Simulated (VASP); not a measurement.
# Al2Cu (Fmmm) in VASP: further runs

Al2Cu is run at these levels: PBE; tasks: single point.

Program: VASP 6.6.1. These are calculated values, not measurements. Logs are shortened: lines on timing, memory, paths and dates and some standing lists are left out, and cuts for length are marked.

### 1 The cell of the first run

The structure is orthorhombic, space group Fmmm (No. 69). The conventional cell has a = 5.552 Å, b = 5.783 Å, c = 6.014 Å, α = 90.00°, β = 90.00°, γ = 90.00°. Within 3.3 Å of Al (site symmetry 222) lie 4 Cu at 2.51 Å and 6 Al at 2.78 to 3.01 Å. Cu (site symmetry mmm) has 8 Al at 2.51 Å within 3.3 Å.

### 2 Single point, PBE

File INCAR:

```
PREC = Accurate
ENCUT = 520
EDIFF = 1E-6
ISMEAR = 0
SIGMA = 0.15
LREAL = False
LASPH = True
NELM = 60
ALGO = Fast
ISIF = 2
LWAVE = False
LCHARG = False
GGA = PE
NBANDS = 16
```

File KPOINTS:

```
regular mesh
0
Gamma
  14 14 14
```

File POSCAR:

```
Al2Cu
1.0
   -2.1263845015      2.1263845015      2.8914013846
    2.1263845015     -2.1263845015      2.8914013846
    1.9628164629      1.9628164629     -2.8914013846
Al Cu
2 1
Direct
    0.7500000000      0.2500000000      0.5000000000
    0.2500000000      0.7500000000      0.5000000000
    0.5000000000      0.5000000000      0.0000000000
```

Potentials or basis: VASP PAW PBE potentials, release 64 (Al, Cu).

Launch:

```sh
$ cat potpaw_PBE.64/Al/POTCAR potpaw_PBE.64/Cu/POTCAR > POTCAR
$ mpirun -np 1 vasp_std > vasp.out
```

OUTCAR:

```text
PREC = Accurate
   ENCUT = 520
   EDIFF = 1E-6
   ISMEAR = 0
   LREAL = False
   LASPH = True
   NELM = 60
   ISIF = 2
   GGA = PE

 ion  position               nearest neighbor table
   1  0.750  0.250  0.500-   3 2.51   3 2.51   3 2.51   3 2.51   2 2.78   2 2.78   2 2.89   2 2.89
                             2 3.01   2 3.01
   2  0.250  0.750  0.500-   3 2.51   3 2.51   3 2.51   3 2.51   1 2.78   1 2.78   1 2.89   1 2.89
                             1 3.01   1 3.01
   3  0.500  0.500  0.000-   2 2.51   1 2.51   1 2.51   2 2.51   1 2.51   2 2.51   2 2.51   1 2.51

  LATTYP: Found a face centered orthorhombic cell.
 ALAT       =     5.5516833246
 B/A-ratio  =     1.0416305166
 C/A-ratio  =     1.0833333333

  Lattice vectors:

 A1 = (  -2.1263845015,   2.1263845015,  -2.8914013846)
 A2 = (  -0.1635680386,   4.0892009644,   0.0000000000)
 A3 = (   1.9628164629,   1.9628164629,  -2.8914013846)

Analysis of symmetry for initial positions (statically):
=====================================================================
 Subroutine PRICEL returns:
 Original cell was already a primitive cell.

 Routine SETGRP: Setting up the symmetry group for a
 face centered orthorhombic supercell.

 Subroutine GETGRP returns: Found  8 space group operations
 (whereof  8 operations were pure point group operations)
 out of a pool of  8 trial point group operations.

The static configuration has the point symmetry D_2h.

Analysis of symmetry for dynamics (positions and initial velocities):
=====================================================================
 Subroutine PRICEL returns:
 Original cell was already a primitive cell.

 Routine SETGRP: Setting up the symmetry group for a
 face centered orthorhombic supercell.

 Subroutine GETGRP returns: Found  8 space group operations
 (whereof  8 operations were pure point group operations)
 out of a pool of  8 trial point group operations.

The dynamic configuration has the point symmetry D_2h.

 Subroutine INISYM returns: Found  8 space group operations
 (whereof  8 operations are pure point group operations),
 and found     1 'primitive' translations

----------------------------------------------------------------------------------------

                                     Primitive cell

  volume of cell :      48.2714

  direct lattice vectors                    reciprocal lattice vectors
    -2.126384502  2.126384502  2.891401385     0.009797538  0.244938454  0.172926527
[... 91 lines left out ...]
   NSW    =      0    number of steps for IOM
   IBRION =     -1    ionic relax: 0-MD 1-quasi-New 2-CG
   NFREE  =      0    steps in history (QN), initial steepest desc. (CG)
   ISIF   =      2    stress and relaxation
   ISYM   =      2    0-nonsym 1-usesym 2-fastsym
   POTIM  = 0.5000    time-step for ionic-motion
   TEBEG  =    0.0;   TEEND  =   0.0 temperature during run
   PSTRESS=    0.0 pullay stress
   NELECT =      17.0000    total number of electrons
   NUPDOWN=      -1.0000    fix difference up-down
   EMIN   =  10.00;   EMAX   =-10.00  energy-range for DOS
   EFERMI =   0.00;   METHOD = LEGACY
   ISMEAR =     0;   SIGMA  =   0.15  broadening in eV -4-tet -1-fermi 0-gaus
   EFERMI_NEDOS =   21; number of points for ismear=-14 and -15
   IALGO  =     68    algorithm
   IMIX   =      4    mixing-type and parameters
     AMIX     =   0.40;   BMIX     =  1.00
     AMIX_MAG =   1.60;   BMIX_MAG =  1.00
  volume/ion in A,a.u.               =      16.09       108.58
  Fermi-wavevector in a.u.,A,eV,Ry     =   1.156098  2.184708 18.185027  1.336562
  Thomas-Fermi vector in A             =   2.292721
   LORBIT       =      0    0 simple, 1 ext, 2 COOP (PROOUT), +10 PAW based schemes
   GGA     = PE    functional components
   LHFCALC =     F    Hartree Fock is set to
   AEXX    =    0.0000 exact exchange contribution
   IVDW    =     0    specifies the selected vdW correction
   LEPSILON=     F    determine dielectric tensor
   LRPA    =     F    only Hartree local field effects (RPA)
 non-spin polarized calculation
 RMM-DIIS sequential band-by-band and
 Gauss-broadening in eV      SIGMA  =   0.15
  energy-cutoff  :      520.00
  volume of cell :       48.27
 maximum number of plane-waves:      1323
   NGX = 15   NGY = 15   NGZ = 15

 number of electron      17.0000012 magnetization

 Free energy of the ion-electron system (eV)
  ---------------------------------------------------
  ext. energy  EPLUGINS =         0.00000000
  ---------------------------------------------------
  free energy    TOTEN  =       -11.70818116 eV

  energy without entropy =      -11.69780774  energy(sigma->0) =      -11.70299445

 E-fermi :   6.9154     XC(G=0): -10.4122

 val. band max:        6.9076405343   @ k =   0.1429  -0.0000   0.0000
 cond. band min:       6.9178777370   @ k =  -0.3571   0.1429  -0.0000
 fundamental gap:      0.0102372028
 Fermi energy:         6.9154038195

 k-point     1 :       0.0000    0.0000    0.0000
  band No.  band energies     occupation
      1      -3.2223      2.00000
      2       2.3865      2.00000
      3       2.4277      2.00000
      4       2.4619      2.00000
      5       2.9137      2.00000
      6       3.0231      2.00000
[... 433 lines left out ...]
      3       2.5103      2.00000
      4       2.6116      2.00000
      5       2.9432      2.00000
      6       3.0520      2.00000
[... 8 lines left out ...]
     15      14.1418      0.00000
     16      17.1694      0.00000

 [... further k-points ...]

------------------------ aborting loop because EDIFF is reached ----------------------------------------

  FORCE on cell =-STRESS in cart. coord.  units (eV):
  Direction    XX          YY          ZZ          XY          YZ          ZX
  --------------------------------------------------------------------------------------
  -------------------------------------------------------------------------------------
  Total        0.3003217      0.3003217      0.0459593      1.1026334     -0.0000000     -0.0000000
  in kB        9.9679860      9.9679860      1.5254371     36.5975377     -0.0000000     -0.0000000
  external PRESSURE =       7.1538030 kB  Pullay stress =       0.0000000 kB

 VOLUME and BASIS-vectors are now :
 -----------------------------------------------------------------------------
  energy-cutoff  :      520.00
  volume of cell :       48.27
      direct lattice vectors                 reciprocal lattice vectors
    -2.126384502  2.126384502  2.891401385     0.009797538  0.244938454  0.172926527
     2.126384502 -2.126384502  2.891401385     0.244938454  0.009797538  0.172926527
     1.962816463  1.962816463 -2.891401385     0.254735993  0.254735993  0.000000000

 POSITION                                       TOTAL-FORCE (eV/Angst)
 -----------------------------------------------------------------------------------
     -0.08178      2.04460      1.44570        -0.000000      0.000000     -0.000000
      2.04460     -0.08178      1.44570         0.000000     -0.000000      0.000000
      0.00000      0.00000      2.89140         0.000000     -0.000000      0.000000
 -----------------------------------------------------------------------------------
    total drift:                               -0.000000      0.000000     -0.000000

  FREE ENERGIE OF THE ION-ELECTRON SYSTEM (eV)
  ---------------------------------------------------
  free  energy   TOTEN  =       -11.7081811597 eV

  energy  without entropy=      -11.6978077421  energy(sigma->0) =      -11.70299445
```

Wall time 6.9 min (1 thread of Intel Xeon Platinum 8375C at 2.90GHz (Ice Lake), shared host); peak memory 0.43 GiB.

What came out:

- Free energy: -11.7082 eV
- Pressure: 0.7 GPa
- Band gap on the k mesh: zero (an odd number of electrons rules out a gap without spin polarisation)

Stress tensor (GPa, compression positive):
```
1.00 3.66 0.00
3.66 1.00 0.00
0.00 0.00 0.15
```

Caveat: the cell differs from its parent crystal (strain +e along x and -e along y -0.0400, strain +e along z and -e/2 along x and y +0.0000).

### 3 Single point, PBE

File INCAR:

```
  ALGO = Fast
  EDIFF = 1E-6
  ENCUT = 520
  GGA = PE
  ISIF = 2
  ISMEAR = 0
  LASPH = True
  LCHARG = True
  LELF = True
  LREAL = False
  LVHAR = True
  LWAVE = False
  NBANDS = 16
  NELM = 60
  PREC = Accurate
  SIGMA = 0.15
```

File KPOINTS:

```
k-points
0
Gamma
  14 14 14
```

File POSCAR:

```
Al2Cu
1.0
   -2.0276302982      2.0276302982      3.0937994815
    2.0276302982     -2.0276302982      3.0937994815
    1.9184486324      1.9184486324     -3.0937994815
Al Cu
2 1
Direct
    0.7500000000      0.2500000000      0.5000000000
    0.2500000000      0.7500000000      0.5000000000
    0.5000000000      0.5000000000      0.0000000000
```

Potentials or basis: VASP PAW PBE potentials, release 64 (Al, Cu).

Launch:

```sh
$ cat potpaw_PBE.64/Al/POTCAR potpaw_PBE.64/Cu/POTCAR > POTCAR
$ mpirun -np 1 vasp_std > vasp.out
```

Wall time 6.9 min (1 thread of Intel Xeon Platinum 8375C at 2.90GHz (Ice Lake), shared host); peak memory 0.43 GiB.

It converged, with:

* Free energy: -11.6364 eV
* Pressure: 1.3 GPa
* Band gap on the k mesh: zero (an odd number of electrons rules out a gap without spin polarisation)

Stress tensor (GPa, compression positive):
```
 4.05  3.45  0.00
 3.45  4.05  0.00
 0.00  0.00 -4.13
```

Levels at points of the mesh, in eV from the Fermi level:
| k point | band 5 | band 6 | band 7 | band 8 | band 9 | band 10 | band 11 | band 12 | band 13 | band 14 |
| --- | --- | --- | --- | --- | --- | --- | --- | --- | --- | --- |
| (0.00, 0.00, 0.00) | -4.01 | -3.83 | 2.23 | 2.35 | 2.85 | 3.07 | 3.42 | 3.67 | 4.18 | 5.01 |
| (0.50, 0.00, 0.00) | -3.96 | -3.85 | -3.76 | 0.09 | 1.08 | 2.14 | 3.01 | 4.44 | 4.60 | 9.03 |
| (0.50, 0.50, 0.00) | -3.86 | -3.84 | -3.54 | -2.41 | -1.46 | 0.25 | 1.60 | 8.50 | 8.51 | 9.13 |
| (0.00, 0.00, 0.50) | -3.87 | -3.81 | -3.44 | -2.59 | -2.04 | -0.40 | 1.22 | 8.92 | 9.14 | 9.35 |
| (0.50, 0.50, 0.50) | -3.98 | -3.86 | -3.72 | -1.69 | -1.27 | 1.14 | 1.97 | 8.89 | 9.98 | 11.11 |

Caveat: the cell differs from its parent crystal (strain +e along x and -e along y -0.0267, strain +e along z and -e/2 along x and y +0.0700); the stress differs along the axes, from -4 to 4 GPa.

The gap in the log of VASP goes by the Fermi energy; the results here count the filled bands.